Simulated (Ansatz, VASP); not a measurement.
# One calculation of C, two programs

The input INCAR:

```
  ALGO = Normal
  EDIFF = 1E-6
  EDIFFG = -0.01
  ENCUT = 600
  GGA = PE
  IBRION = 2
  ISIF = 3
  ISMEAR = -1
  LASPH = T
  LCHARG = F
  LREAL = F
  LWAVE = F
  NELM = 60
  NSW = 60
  PREC = Accurate
  SIGMA = 0.05
```

File KPOINTS:

```
k-points
0
Gamma
  12 12 3
```

Contents of POSCAR:

```
C
1.0
    2.5221000000      0.0000000000      0.0000000000
   -1.2610500000      2.1842026709      0.0000000000
    0.0000000000      0.0000000000     12.3557000000
C
12
Direct
    0.6666666667      0.3333333333      0.3541700000
    0.3333333333      0.6666666667      0.8541700000
    0.6666666667      0.3333333333      0.1458300000
    0.3333333333      0.6666666667      0.6458300000
    0.6666666667      0.3333333333      0.4791700000
    0.3333333333      0.6666666667      0.9791700000
    0.6666666667      0.3333333333      0.0208300000
    0.3333333333      0.6666666667      0.5208300000
    0.0000000000      0.0000000000      0.8125000000
    0.0000000000      0.0000000000      0.3125000000
    0.0000000000      0.0000000000      0.6875000000
    0.0000000000      0.0000000000      0.1875000000
```

Contents of input.yaml:

```yaml
crystal:
  lattice:
    - [2.5221, 0.0, 0.0]
    - [-1.26105, 2.1842026709, 0.0]
    - [0.0, 0.0, 12.3557]
  atoms:
    - { symbol: C, position: [0.6666666667, 0.3333333333, 0.35417] }
    - { symbol: C, position: [0.3333333333, 0.6666666667, 0.85417] }
    - { symbol: C, position: [0.6666666667, 0.3333333333, 0.14583] }
    - { symbol: C, position: [0.3333333333, 0.6666666667, 0.64583] }
    - { symbol: C, position: [0.6666666667, 0.3333333333, 0.47917] }
    - { symbol: C, position: [0.3333333333, 0.6666666667, 0.97917] }
    - { symbol: C, position: [0.6666666667, 0.3333333333, 0.02083] }
    - { symbol: C, position: [0.3333333333, 0.6666666667, 0.52083] }
    - { symbol: C, position: [0.0, 0.0, 0.8125] }
    - { symbol: C, position: [0.0, 0.0, 0.3125] }
    - { symbol: C, position: [0.0, 0.0, 0.6875] }
    - { symbol: C, position: [0.0, 0.0, 0.1875] }
hamiltonian:
  xc: pbe
  pseudopotentials: { kind: paw }
kpoints:
  mp_grid: { grid: [12, 12, 3] }
scf:
  occupations: { method: fermi_dirac, width: 0.05 }
output:
  forces: true
  stress: true
relax:
  f_tol: 0.01
  max_steps: 40
  cell: { stress_tol: 0.05 }
```

Alike in both runs: task relaxation of cell and atoms; functional PBE; k mesh 12 × 12 × 3; occupations fermi-dirac, width 0.05 eV; no spin polarisation.

|  | VASP | Ansatz |
| --- | --- | --- |
| version | VASP 6.6.1 | Ansatz 0.2.0 |
| potentials or method | VASP PAW PBE potentials, release 64 (C) | Ansatz PAW |
| plane-wave cutoff (eV) | 600 | 420 |
| valence electrons in the cell | 48 | 48 |

|  | VASP | Ansatz | Ansatz less VASP |
| --- | --- | --- | --- |
| relaxed volume (Å³/atom) | 5.70 | 5.70 | +0.002 |
| relaxed cell length with the largest relative difference (Å) | 12.426 | 12.429 | +0.0026 |

Noted on Ansatz's run: Pulay correction over one GPa; odd divisions of the mesh miss points on the zone boundary, where band edges often lie, so the gap on the mesh can be too wide; the plane-wave basis is chosen anew once the cell has moved, so the energies of steps on either side of that aren't comparable.
